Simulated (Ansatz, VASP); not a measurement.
## AgPt3 in VASP and in Ansatz

Contents of INCAR:

```
  PREC = Accurate
  ENCUT = 520
  EDIFF = 1E-8
  ISMEAR = -1
  SIGMA = 0.08
  LREAL = F
  LASPH = T
  NELM = 60
  ALGO = Normal
  ISIF = 2
  LWAVE = F
  LCHARG = F
  LEFG = T
  NBANDS = 28
```

KPOINTS

```
Automatic mesh
0
Gamma
  9 9 9
```

File POSCAR:

```
AgPt3
1.0
    3.9780000000      0.0000000000      0.0000000000
    0.0000000000      3.9780000000      0.0000000000
    0.0000000000      0.0000000000      3.9000000000
Ag Pt
1 3
Direct
    0.0000000000      0.0000000000      0.0000000000
    0.0000000000      0.5000000000      0.5000000000
    0.5000000000      0.0000000000      0.5000000000
    0.5000000000      0.5000000000      0.0000000000
```

Input for Ansatz:

```yaml
crystal:
  lattice:
    - [3.978, 0.0, 0.0]
    - [0.0, 3.978, 0.0]
    - [0.0, 0.0, 3.9]
  atoms:
    - { symbol: Ag, position: [0.0, 0.0, 0.0] }
    - { symbol: Pt, position: [0.0, 0.5, 0.5] }
    - { symbol: Pt, position: [0.5, 0.0, 0.5] }
    - { symbol: Pt, position: [0.5, 0.5, 0.0] }
kpoints:
  mp_grid: { grid: [9, 9, 9] }
scf:
  occupations: { method: fermi_dirac, width: 0.08 }
hamiltonian:
  xc: lda
  pseudopotentials: { kind: paw }
output:
  forces: true
  stress: true
  eigenvalues: true
  efg: { contact_densities: true }
```

Change from the starting cell: equal xx and yy strain of +2 %, PAW files.

Alike in both runs: task electric field gradients; functional LDA; k mesh 9 × 9 × 9; occupations fermi-dirac, width 0.08 eV; no spin polarisation.

|  | VASP | Ansatz |
| --- | --- | --- |
| version | VASP 6.6.1 | Ansatz 0.2.0 |
| potentials or method | VASP PAW LDA potentials, release 64 (Ag, Pt) | PAW with Ansatz's default frozen-core files, scalar-relativistic |
| plane-wave cutoff (eV) | 520 | 420 |
| valence electrons in the cell | 41 | 73 |

```csv
,VASP,Ansatz,Ansatz less VASP
pressure (GPa),-6.9,-7.4,-0.51
"traceless stress, the component that is largest in VASP (GPa)",1.18,1.19,+0.010
size of Vzz on the site where it differs most (V/Å²),18.6,6.3,-12.32
```

LDA's correlation is that of Perdew and Zunger in VASP and of Perdew and Wang (1992) in Ansatz. VASP's potentials hold 41 valence electrons a cell and Ansatz's 73, so a difference there can come from the potentials and not from the codes.

Neither program's run includes spin-orbit coupling.
